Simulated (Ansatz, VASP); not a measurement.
## Two plane-wave programs on KF

```
K F
1.0
     0.00000    3.03873    2.93540
     3.03873    0.00000    2.93540
     3.03873    3.03873    0.00000
K F
1 1
Direct
  0.00000 0.00000 0.00000
  0.25000 0.25000 0.25000
```

Change from the starting cell: biaxial_xy strain +3.5%.

Alike in both runs: task single point; functional r2SCAN; k mesh 8 × 8 × 8; no spin polarisation.

```csv
,VASP,Ansatz
version,VASP 6.6.1,Ansatz 0.2.0
potentials or method,"VASP PAW PBE potentials, release 64 (K_sv, F)","plane waves, PAW"
plane-wave cutoff (eV),520,500
occupations,"gaussian, width 0.01 eV",fixed
valence electrons in the cell,16,16
```

VASP gave:

```
gap on the k mesh at the Fermi level (eV)                     : 5.57
pressure (GPa)                                                : -1.4
traceless stress, the component that is largest in VASP (GPa) : 0.07
```

Problem. What did Ansatz give for the same quantities?

Solution. gap on the k mesh at the Fermi level (eV): 5.57; pressure (GPa): -1.4; traceless stress, the component that is largest in VASP (GPa): 0.08.

VASP's potentials were made for PBE, not for r2SCAN.
